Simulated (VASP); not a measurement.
Write the native input for VASP 6.6.1 that does the following.

```yaml
Task: single point
Functional: PBE
Potentials_or_basis: VASP PAW PBE potentials, release 64 (Zr_sv, B)
Cutoff: 520 eV
k_mesh: 6 × 6 × 4
Occupations: gaussian, width 0.1 eV
Spin: no spin polarisation
Dipole_correction: no
Further_INCAR_settings: ALGO = Normal; EDIFF = 1e-07; NBANDS = 36
```

The structure of Zr2B lies in POSCAR:

```
Zr2B
1.0
    4.5191539499     -0.0000000030      0.0000000000
   -2.2595769723      3.9137021257      0.0000000000
    0.0000000000      0.0000000000      5.7849864049
Zr B
4 2
Direct
    0.3333333333      0.6666666667      0.5000000000
    0.6666666667      0.3333333333      0.5000000000
    0.0000000000      0.0000000000      0.2107353159
    0.0000000000      0.0000000000      0.7892646841
    0.3333333333      0.6666666667      0.0000000000
    0.6666666667      0.3333333333      0.0000000000
```

The input as run:

INCAR

```
SYSTEM = Zr2B
PREC = Accurate
ENCUT = 520
EDIFF = 1E-7
ISMEAR = 0
SIGMA = 0.1
LREAL = .False.
LASPH = .True.
NELM = 80
ALGO = Normal
ISIF = 2
LWAVE = .False.
LCHARG = .False.
GGA = PE
NBANDS = 36
```

KPOINTS

```
Automatic mesh
0
Gamma
  6 6 4
  0 0 0
```

Potentials or basis: VASP PAW PBE potentials, release 64 (Zr_sv, B).

Run with:

```sh
$ cat potpaw_PBE.64/Zr_sv/POTCAR potpaw_PBE.64/B/POTCAR > POTCAR
$ mpirun -np 1 vasp_std > vasp.out
```

Results of the run:

```yaml
Pressure: 0.1 GPa
Largest_force: 0.073 eV/Å
Band_gap_on_the_k_mesh: zero (band 27 reaches 9.46 eV, above the bottom of band 28 at 8.90 eV)
```

It took 67 s on 1 thread of Intel(R) Xeon(R) 6975P-C (Granite Rapids) (shared host), peak memory 0.25 GiB.
